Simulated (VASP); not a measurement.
MgCd2SO2, 6 atoms in the cell. It takes space group Pmmm (No. 47, orthorhombic). Conventional cell: a = 3.810 Å, b = 4.561 Å, c = 5.706 Å, α = 90.00°, β = 90.00°, γ = 90.00°. Within 2.5 Å of Mg (site symmetry mmm) lie 2 O at 1.91 Å. Cd (site symmetry mm2) has 4 O at 2.39 to 2.68 Å and 2 Cd at 2.81 to 2.90 Å and 4 Mg at 3.29 Å and 4 S at 3.31 Å within 3.4 Å. S (site symmetry mmm) has 2 O at 2.28 Å and 2 Mg at 2.85 Å within 3.0 Å. O (site symmetry mmm) has 2 Mg at 1.91 Å within 2.5 Å. O (site symmetry mmm) has 2 S at 2.28 Å and 4 Cd at 2.39 Å within 3.0 Å. The cell was built from a structure type or drawn by symmetry, and may not be a known phase.

| Property | Result |
| --- | --- |
| Program | VASP 6.6.1 |
| Task | single point |
| Functional | PBE |
| Potentials or basis | VASP PAW PBE potentials, release 64 (Mg, Cd, S, O) |
| Cutoff | 520 eV |
| k mesh | 10 × 10 × 6 |
| Occupations | gaussian, width 0.1 eV |
| Spin | no spin polarisation |
| Dipole correction | no |
| Further INCAR settings | ALGO = Normal; EDIFF = 1e-07; NBANDS = 31 |

Potentials or basis: VASP PAW PBE potentials, release 64 (Mg, Cd, S, O).

Run with:

```sh
$ cat potpaw_PBE.64/Mg/POTCAR potpaw_PBE.64/Cd/POTCAR potpaw_PBE.64/S/POTCAR potpaw_PBE.64/O/POTCAR > POTCAR
$ mpirun -np 1 vasp_std > vasp.out
```

Hardware: 1 thread of Intel(R) Xeon(R) 6975P-C (Granite Rapids), with other jobs on the host.

Q: How long does it take, and how much memory?

A: Run time: 2.5 min on 1 thread of Intel(R) Xeon(R) 6975P-C (Granite Rapids), with other jobs on the host, peak memory 0.51 GiB. Counts: scf iterations 16, k points 144.
